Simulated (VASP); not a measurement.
Write the native input for VASP 6.6.1 that does the following.

```yaml
Task: single point
Functional: r2SCAN
Potentials_or_basis: VASP PAW PBE potentials, release 64 (Ta_sv_GW, N)
Cutoff: 660 eV
k_mesh: 6 × 6 × 6
Occupations: gaussian, width 0.1 eV
Spin: no spin polarisation
Dipole_correction: no
Second_run: valence_matched
Further_INCAR_settings: ALGO = Normal; EDIFF = 1e-06; NBANDS = 16
```

The system is TaN.

```
Ta N
1.0
     2.93634    0.00000    0.00000
    -1.46817    2.54294    0.00000
     0.00000    0.00000    2.85980
Ta N
1 1
Cartesian
  0.0000 0.0000 0.0000
  1.4682 0.8476 1.4299
```

The input as run:

POSCAR

```
TaN
1.0
    2.9363381894      0.0000000000      0.0000000000
   -1.4681690947      2.5429434661      0.0000000000
    0.0000000000      0.0000000000      2.8598013836
Ta N
1 1
Direct
    0.0000000000      0.0000000000      0.0000000000
    0.6666666667      0.3333333333      0.5000000000
```

INCAR.step1

```
ALGO = Normal ; EDIFF = 1E-5
ENCUT = 660 ; GGA = PE
GGA_COMPAT = F ; ISMEAR = 0
LASPH = T ; LCHARG = F
LREAL = F ; LWAVE = T
NBANDS = 16 ; NELM = 120
PREC = Accurate ; SIGMA = 0.1
```

INCAR.step2

```
ALGO = Normal ; EDIFF = 1E-6
ENCUT = 660 ; GGA_COMPAT = F
ISIF = 2 ; ISMEAR = 0
ISTART = 1 ; LASPH = T
LCHARG = F ; LMIXTAU = T
LREAL = F ; LWAVE = F
METAGGA = R2SCAN ; NBANDS = 16
NELM = 120 ; PREC = Accurate
SIGMA = 0.1
```

KPOINTS

```
k-points
0
Gamma
  6 6 6
```

Potentials or basis: VASP PAW PBE potentials, release 64 (Ta_sv_GW, N).

Run with:

```console
$ cat potpaw_PBE.64/Ta_sv_GW/POTCAR potpaw_PBE.64/N/POTCAR > POTCAR
$ cp INCAR.step1 INCAR
$ mpirun -np 1 vasp_std > vasp.out
$ cp INCAR.step2 INCAR
$ mpirun -np 1 vasp_std > vasp.out
```

It gave:

* Pressure: 3.3 GPa
* Band gap on the k mesh: zero (band 9 reaches 12.84 eV, above the bottom of band 10 at 12.49 eV)

Caveat: the k points lie up to 0.41 Å⁻¹ apart; the PAW data sets were made with another functional, which shifts forces and pressure a little; spin-orbit coupling is left out, which moves the levels of the heavy elements.

Wall time 100 s on 1 thread of Intel(R) Xeon(R) Platinum 8375C CPU @ 2.90GHz (Ice Lake) (shared host), peak memory 0.17 GiB.
